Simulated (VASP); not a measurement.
Crystal: V.

```
V
1.0
    -1.49177    1.49177    1.49177
     1.49177   -1.49177    1.49177
     1.49177    1.49177   -1.49177
V
1
Direct
  0.00000 0.00000 0.00000
```

Base run:

- Program: VASP 6.6.1
- Functional: r2SCAN
- Potentials or basis: VASP PAW PBE potentials, release 64 (V_sv)
- Cutoff: 520 eV
- k mesh: 15 × 15 × 15
- Occupations: fermi-dirac, width 0.6 eV
- Spin: no spin polarisation

Its results: pressure 10.5 GPa.

Problem. The run is repeated on the same cell with these changes: occupations from fermi-dirac, width 0.6 eV to methfessel-paxton, width 0.01 eV. What comes out?

Solution. Pressure -0.2 GPa.

Caveats: the PAW data sets were made with another functional, which shifts forces and pressure a little.
